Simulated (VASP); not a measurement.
# AgPt3 (P4/mmm) in VASP: electric field gradients with LDA

Aim: the electric field gradients of AgPt3 with LDA.

Everything below comes from runs of VASP 6.6.1. Logs are shortened: lines on timing, memory, paths and dates and some standing lists are left out, and cuts for length are marked.

## Step 1: The cell of the first run

Symmetry: P4/mmm, No. 123, tetragonal system. Conventional cell: a = 3.939 Å, b = 3.939 Å, c = 3.900 Å, α = 90.00°, β = 90.00°, γ = 90.00°. Within 3.7 Å of Ag (site symmetry 4/mmm) lie 12 Pt at 2.77 to 2.79 Å. Pt (site symmetry mmm) has 4 Ag at 2.77 Å and 8 Pt at 2.77 to 2.79 Å within 3.7 Å. Within 3.7 Å of Pt (site symmetry 4/mmm) lie 8 Pt at 2.77 Å and 4 Ag at 2.79 Å.

## Step 2: Electric field gradients, LDA (equal xx and yy strain of +1 %)

The input, INCAR:

```
SYSTEM = AgPt3
PREC = Accurate ; ENCUT = 520
EDIFF = 1E-8 ; ISMEAR = -1
SIGMA = 0.08 ; LREAL = .False.
LASPH = .True. ; NELM = 60
ALGO = Normal ; ISIF = 2
LWAVE = .False. ; LCHARG = .False.
GGA = CA ; LEFG = .True.
NBANDS = 28
```

The input, KPOINTS:

```
Automatic mesh
0
Gamma
  9 9 9
  0 0 0
```

The input, POSCAR:

```
AgPt3
1.0
    3.9390000000      0.0000000000      0.0000000000
    0.0000000000      3.9390000000      0.0000000000
    0.0000000000      0.0000000000      3.9000000000
Ag Pt
1 3
Direct
    0.0000000000      0.0000000000      0.0000000000
    0.0000000000      0.5000000000      0.5000000000
    0.5000000000      0.0000000000      0.5000000000
    0.5000000000      0.5000000000      0.0000000000
```

Potentials or basis: VASP PAW LDA potentials, release 64 (Ag, Pt).

Started as:

```
> cat potpaw_LDA.64/Ag/POTCAR potpaw_LDA.64/Pt/POTCAR > POTCAR
> mpirun -np 1 vasp_std > vasp.out
```

OUTCAR:

```text
SYSTEM = AgPt3
   PREC = Accurate
   ENCUT = 520
   EDIFF = 1E-8
   ISMEAR = -1
   LREAL = .False.
   LASPH = .True.
   NELM = 60
   ISIF = 2
   GGA = CA

 ion  position               nearest neighbor table
   1  0.000  0.000  0.000-   2 2.77   3 2.77   2 2.77   3 2.77   2 2.77   2 2.77   3 2.77   3 2.77
                             4 2.79   4 2.79   4 2.79   4 2.79
   2  0.000  0.500  0.500-   1 2.77   4 2.77   1 2.77   4 2.77   1 2.77   1 2.77   4 2.77   4 2.77
                             3 2.79   3 2.79   3 2.79   3 2.79
   3  0.500  0.000  0.500-   1 2.77   4 2.77   1 2.77   4 2.77   4 2.77   4 2.77   1 2.77   1 2.77
                             2 2.79   2 2.79   2 2.79   2 2.79
   4  0.500  0.500  0.000-   2 2.77   3 2.77   2 2.77   3 2.77   3 2.77   3 2.77   2 2.77   2 2.77
                             1 2.79   1 2.79   1 2.79   1 2.79

  LATTYP: Found a simple tetragonal cell.
 ALAT       =     3.9390000000
 C/A-ratio  =     0.9900990099

  Lattice vectors:

 A1 = (   3.9390000000,   0.0000000000,   0.0000000000)
 A2 = (   0.0000000000,   3.9390000000,   0.0000000000)
 A3 = (   0.0000000000,   0.0000000000,   3.9000000000)

Analysis of symmetry for initial positions (statically):
=====================================================================
 Subroutine PRICEL returns:
 Original cell was already a primitive cell.

 Routine SETGRP: Setting up the symmetry group for a
 simple tetragonal supercell.

 Subroutine GETGRP returns: Found 16 space group operations
 (whereof 16 operations were pure point group operations)
 out of a pool of 16 trial point group operations.

The static configuration has the point symmetry D_4h.

Analysis of symmetry for dynamics (positions and initial velocities):
=====================================================================
 Subroutine PRICEL returns:
 Original cell was already a primitive cell.

 Routine SETGRP: Setting up the symmetry group for a
 simple tetragonal supercell.

 Subroutine GETGRP returns: Found 16 space group operations
 (whereof 16 operations were pure point group operations)
 out of a pool of 16 trial point group operations.

The dynamic configuration has the point symmetry D_4h.

 Subroutine INISYM returns: Found 16 space group operations
 (whereof 16 operations are pure point group operations),
 and found     1 'primitive' translations

----------------------------------------------------------------------------------------

                                     Primitive cell

  volume of cell :      60.5113

  direct lattice vectors                    reciprocal lattice vectors
     3.939000000  0.000000000  0.000000000     0.253871541  0.000000000  0.000000000
     0.000000000  3.939000000  0.000000000     0.000000000  0.253871541  0.000000000
     0.000000000  0.000000000  3.900000000     0.000000000  0.000000000  0.256410256

  length of vectors
     3.939000000  3.939000000  3.900000000     0.253871541  0.253871541  0.256410256

  position of ions in fractional coordinates (direct lattice)
     0.000000000  0.000000000  0.000000000
     0.000000000  0.500000000  0.500000000
     0.500000000  0.000000000  0.500000000
     0.500000000  0.500000000  0.000000000

  ion indices of the primitive-cell ions
   primitive index   ion index
                 1           1
                 2           2
                 3           3
                 4           4

----------------------------------------------------------------------------------------

 KPOINTS: Automatic mesh

Automatic generation of k-mesh.
 Grid dimensions read from file:
[... 48 lines left out ...]
   number of dos      NEDOS =    301   number of ions     NIONS =      4
   total plane-waves  NPLWV =  27000
   dimension x,y,z NGX =    30 NGY =   30 NGZ =   30
   dimension x,y,z NGXF=    60 NGYF=   60 NGZF=   60
   ions per type =               1   3
   NGX,Y,Z   is equivalent  to a cutoff of  12.66, 12.66, 12.79 a.u.
   NGXF,Y,Z  is equivalent  to a cutoff of  25.32, 25.32, 25.58 a.u.
 SYSTEM =  AgPt3
   PREC   = accura    normal or accurate (medium, high low for compatibility)
   ISTART =      0    job   : 0-new  1-cont  2-samecut
   ICHARG =      2    charge: 1-file 2-atom 10-const
   ISPIN  =      1    spin polarized calculation?
   LNONCOLLINEAR =      F non collinear calculations
   LSORBIT =      F    spin-orbit coupling
   LASPH  =      T    aspherical Exc in radial PAW
   ENCUT  =  520.0 eV  38.22 Ry    6.18 a.u.   7.32  7.32  7.25*2*pi/ulx,y,z
   NELM   =     60;   NELMIN=  2; NELMDL= -5     # of ELM steps
   EDIFF  = 0.1E-07   stopping-criterion for ELM
   LREAL  =      F    real-space projection
   EDIFFG = 0.1E-06   stopping-criterion for IOM
   NSW    =      0    number of steps for IOM
   IBRION =     -1    ionic relax: 0-MD 1-quasi-New 2-CG
   NFREE  =      0    steps in history (QN), initial steepest desc. (CG)
   ISIF   =      2    stress and relaxation
   ISYM   =      2    0-nonsym 1-usesym 2-fastsym
   POTIM  = 0.5000    time-step for ionic-motion
   TEBEG  =    0.0;   TEEND  =   0.0 temperature during run
   PSTRESS=    0.0 pullay stress
   NELECT =      41.0000    total number of electrons
   NUPDOWN=      -1.0000    fix difference up-down
   EMIN   =  10.00;   EMAX   =-10.00  energy-range for DOS
   EFERMI =   0.00;   METHOD = LEGACY
   ISMEAR =    -1;   SIGMA  =   0.08  broadening in eV -4-tet -1-fermi 0-gaus
   EFERMI_NEDOS =   21; number of points for ismear=-14 and -15
   IALGO  =     38    algorithm
   IMIX   =      4    mixing-type and parameters
     AMIX     =   0.40;   BMIX     =  1.00
     AMIX_MAG =   1.60;   BMIX_MAG =  1.00
  volume/ion in A,a.u.               =      15.13       102.09
  Fermi-wavevector in a.u.,A,eV,Ry     =   1.437884  2.717207 28.130197  2.067511
  Thomas-Fermi vector in A             =   2.556912
   LORBIT       =      0    0 simple, 1 ext, 2 COOP (PROOUT), +10 PAW based schemes
   GGA     = CA    functional components
   LHFCALC =     F    Hartree Fock is set to
   AEXX    =    0.0000 exact exchange contribution
   IVDW    =     0    specifies the selected vdW correction
   LEPSILON=     F    determine dielectric tensor
   LRPA    =     F    only Hartree local field effects (RPA)
 non-spin polarized calculation
  energy-cutoff  :      520.00
  volume of cell :       60.51
 maximum number of plane-waves:      1663
 NGX is ok and might be reduce to    30
   NGX = 15   NGY = 15   NGZ = 15

 number of electron      41.0000016 magnetization

 Free energy of the ion-electron system (eV)
  ---------------------------------------------------
  ext. energy  EPLUGINS =         0.00000000
  ---------------------------------------------------
  free energy    TOTEN  =       -26.24969384 eV

  energy without entropy =      -26.17769348  energy(sigma->0) =      -26.21369366

 E-fermi :  10.4939     XC(G=0): -13.5773

 val. band max:       10.4912191565   @ k =   0.2222   0.1111   0.4444
 cond. band min:      10.4973636143   @ k =   0.4444   0.2222   0.1111
 fundamental gap:      0.0061444578
 Fermi energy:        10.4939203776

 k-point     1 :       0.0000    0.0000    0.0000
  band No.  band energies     occupation
      1       0.9022      2.00000
      2       3.6305      2.00000
      3       3.6390      2.00000
      4       3.8212      2.00000
      5       4.0465      2.00000
      6       4.0474      2.00000
[... 733 lines left out ...]
     27      21.0747      0.00000
     28      21.1476      0.00000

 [... further k-points ...]

------------------------ aborting loop because EDIFF is reached ----------------------------------------

  FORCE on cell =-STRESS in cart. coord.  units (eV):
  Direction    XX          YY          ZZ          XY          YZ          ZX
  --------------------------------------------------------------------------------------
  -------------------------------------------------------------------------------------
  Total       -0.9915360     -0.9915360     -0.6118001      0.0000000      0.0000000      0.0000000
  in kB      -26.2532148    -26.2532148    -16.1988262      0.0000000      0.0000000      0.0000000
  external PRESSURE =     -22.9017519 kB  Pullay stress =       0.0000000 kB

 VOLUME and BASIS-vectors are now :
 -----------------------------------------------------------------------------
  energy-cutoff  :      520.00
  volume of cell :       60.51
      direct lattice vectors                 reciprocal lattice vectors
     3.939000000  0.000000000  0.000000000     0.253871541  0.000000000  0.000000000
     0.000000000  3.939000000  0.000000000     0.000000000  0.253871541  0.000000000
     0.000000000  0.000000000  3.900000000     0.000000000  0.000000000  0.256410256

 POSITION                                       TOTAL-FORCE (eV/Angst)
 -----------------------------------------------------------------------------------
      0.00000      0.00000      0.00000         0.000000      0.000000      0.000000
      0.00000      1.96950      1.95000         0.000000      0.000000      0.000000
      1.96950      0.00000      1.95000         0.000000      0.000000      0.000000
      1.96950      1.96950      0.00000         0.000000      0.000000      0.000000
 -----------------------------------------------------------------------------------
    total drift:                                0.000000      0.000000     -0.000000

  FREE ENERGIE OF THE ION-ELECTRON SYSTEM (eV)
  ---------------------------------------------------
  free  energy   TOTEN  =       -26.2496938441 eV

  energy  without entropy=      -26.1776934801  energy(sigma->0) =      -26.21369366

 Electric field gradients (V/A^2)
---------------------------------------------------------------------
 ion       V_xx      V_yy      V_zz      V_xy      V_xz      V_yz
---------------------------------------------------------------------
   1       0.563     0.563    -1.125    -0.000    -0.000     0.000
   2     -11.749     7.982     3.767    -0.000     0.000     0.000
   3       7.982   -11.749     3.767     0.000    -0.000     0.000
   4       8.688     8.688   -17.376     0.000     0.000     0.000
---------------------------------------------------------------------

 Electric field gradients after diagonalization (V/A^2)
 (convention: |V_zz| > |V_xx| > |V_yy|)
----------------------------------------------------------------------
 ion       V_xx      V_yy      V_zz     asymmetry (V_yy - V_xx)/ V_zz
----------------------------------------------------------------------
   1       0.563     0.563    -1.125       0.000
   2       7.982     3.767   -11.749       0.359
   3       7.982     3.767   -11.749       0.359
   4       8.688     8.688   -17.376       0.000
----------------------------------------------------------------------

           NMR quadrupolar parameters

 Cq : quadrupolar parameter    Cq=e*Q*V_zz/h
 eta: asymmetry parameters     (V_yy - V_xx)/ V_zz
 Q  : nuclear electric quadrupole moment in mb (millibarn)
----------------------------------------------------------------------
 ion       Cq(MHz)       eta       Q (mb)
----------------------------------------------------------------------
   1      -0.003       0.000       1.000
   2      -0.028       0.359       1.000
   3      -0.028       0.359       1.000
   4      -0.042       0.000       1.000
----------------------------------------------------------------------
```

Wall time 71 s (1 thread of Intel Xeon 6975P-C (Granite Rapids), shared host); peak memory 0.23 GiB.

Results:

```yaml
Free_energy: -26.2497 eV
Pressure: -2.3 GPa
Band_gap_on_the_k_mesh: zero (an odd number of electrons rules out a gap without spin polarisation)
Largest_electric_field_gradient_by_atom: Ag -1.1; Pt -11.7, -17.4 (each value once) V/Å²
```

Electric field gradients, principal values (V/Å²):
```csv
atom,least,middle,greatest (by size)
1 Ag,0.563,0.563,-1.125
2 Pt,3.767,7.982,-11.749
3 Pt,3.767,7.982,-11.749
4 Pt,8.688,8.688,-17.376
```

Caveat: the cell differs from its parent crystal (equal xx and yy strain of +1 %); without QUAD_EFG the Cq values of the log hold for a quadrupole moment of 1 mb, not for the nuclei; spin-orbit coupling is left out, which moves the levels of the heavy elements.
